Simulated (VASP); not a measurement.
LiF:

```
CELL_PARAMETERS angstrom
0.00000 1.99464 1.99464
1.99464 0.00000 1.99464
1.99464 1.99464 0.00000
ATOMIC_POSITIONS crystal
Li 0.00000 0.00000 0.00000
F 0.50000 0.50000 0.50000
```

Base run:

```yaml
Program: VASP 6.6.1
Functional: PBE0
Potentials_or_basis: VASP PAW PBE potentials, release 64 (Li_sv, F)
Cutoff: 520 eV
k_mesh: 8 × 8 × 8
Occupations: fermi-dirac, width 0.02 eV
Spin: no spin polarisation
```

Its results: band gap on the k mesh 12.43 eV.

The run is repeated on the same cell with these changes: functional from PBE0 to HSE06. What comes out?

Band gap on the k mesh 11.67 eV.

A k mesh can miss the band edges.
